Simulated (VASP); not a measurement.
A run of VASP 6.6.1 is set up as follows.

File INCAR:

```
PREC = Accurate
ENCUT = 520
EDIFF = 1E-6
ISMEAR = 0
SIGMA = 0.03
LREAL = F
LASPH = T
NELM = 100
ALGO = Normal
ISIF = 2
LWAVE = F
LCHARG = F
NBANDS = 16
```

Contents of KPOINTS:

```
regular mesh
0
Gamma
  12 12 6
```

POSCAR

```
Si
1.0
    3.7054125847      0.0000000000      0.0000000000
   -1.8527062924      3.2089814298      0.0000000000
    0.0000000000      0.0000000000      6.6197195825
Si
4
Direct
    0.3333333333      0.6666666667      0.0582655800
    0.6666666667      0.3333333333      0.5582655800
    0.3333333333      0.6666666667      0.4417344200
    0.6666666667      0.3333333333      0.9417344200
```

Potentials or basis: VASP PAW LDA potentials, release 64 (Si).

Launch:

```sh
$ cat potpaw_LDA.64/Si/POTCAR > POTCAR
$ mpirun -np 1 vasp_std > vasp.out
```

Problem. Estimate the largest force.

Solution. 1.273 eV/Å.

Problem. What does it give for the band gap on the k mesh?

Solution. 0.62 eV (least direct gap 1.01 eV).

Problem. Predict the pressure.

Solution. 1.9 GPa.

Forces on the atoms (eV/Å):
```
Si   0.000  0.000  1.273
Si   0.000  0.000  1.273
Si   0.000  0.000 -1.273
Si   0.000  0.000 -1.273
```

Caveat: forces of over 1 eV/Å act on the atoms, so gaps and moduli don't describe the material at rest. A k mesh can miss the band edges.
